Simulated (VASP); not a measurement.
The system is ZrB.

```
CELL_PARAMETERS angstrom
0.00000 2.34040 2.34040
2.34040 0.00000 2.34040
2.34040 2.34040 0.00000
ATOMIC_POSITIONS crystal
Zr 0.00000 0.00000 0.00000
B 0.50000 0.50000 0.50000
```

Base run:

* Program: VASP 6.6.1
* Functional: PBE
* Potentials or basis: VASP PAW PBE potentials, release 64 (Zr_sv, B)
* Cutoff: 520 eV
* k mesh: 10 × 10 × 10
* Occupations: fermi-dirac, width 0.05 eV
* Spin: no spin polarisation

Its results: pressure 29.3 GPa.

Problem. The run is repeated on the same cell with these changes: functional from PBE to r2SCAN; further incar settings from ALGO = Normal; EDIFF = 1e-07; NBANDS = 14 to ALGO = Normal; EDIFF = 1e-06; NBANDS = 14. What comes out?

Solution. Pressure 31.0 GPa.

Caveats: the PAW data sets were made with another functional, which shifts forces and pressure a little (some runs).
